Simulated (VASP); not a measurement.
Set up this calculation in VASP 6.6.1, as the native input.

| Quantity | Value |
| --- | --- |
| Task | single point |
| Functional | LDA |
| Potentials or basis | VASP PAW LDA potentials, release 64 (Pt) |
| Cutoff | 520 eV |
| k mesh | 20 × 20 × 20 |
| Occupations | gaussian, width 0.15 eV |
| Spin | no spin polarisation |
| Dipole correction | no |
| Further INCAR settings | ALGO = Fast; EDIFF = 1e-06; NBANDS = 11 |

The structure of Pt lies in POSCAR:

```
Pt
1.0
    0.0000000000      1.9468328700      1.9809024452
    2.0539086778      0.0000000000      1.9809024452
    2.0539086778      1.9468328700      0.0000000000
Pt
1
Direct
    0.0000000000      0.0000000000      0.0000000000
```

This cell differs from its parent crystal: normal strain along x +0.0550, normal strain along z +0.0175.

One way to write it, as run:

INCAR

```
SYSTEM = Pt
  PREC = Accurate
  ENCUT = 520
  EDIFF = 1E-6
  ISMEAR = 0
  SIGMA = 0.15
  LREAL = .FALSE.
  LASPH = .TRUE.
  NELM = 100
  ALGO = Fast
  ISIF = 2
  LWAVE = .FALSE.
  LCHARG = .FALSE.
  NBANDS = 11
```

KPOINTS

```
Automatic mesh
0
G
  20 20 20
  0 0 0
```

Potentials or basis: VASP PAW LDA potentials, release 64 (Pt).

Command:

```console
$ cat potpaw_LDA.64/Pt/POTCAR > POTCAR
$ mpirun -np 1 vasp_std > vasp.out
```

It gave:

```
Pressure               : -17.1 GPa
Band gap on the k mesh : zero (bands 5 and 6 overlap by 2.22 eV)
```

Caveat: the cell differs from its parent crystal (normal strain along x +0.0550, normal strain along z +0.0175); the cell stands under tension; spin-orbit coupling is left out, which moves the levels of the heavy elements.

It took 2.3 min on 1 thread of Intel(R) Xeon(R) Platinum 8488C (Sapphire Rapids), with other jobs on the host, peak memory 0.31 GiB.
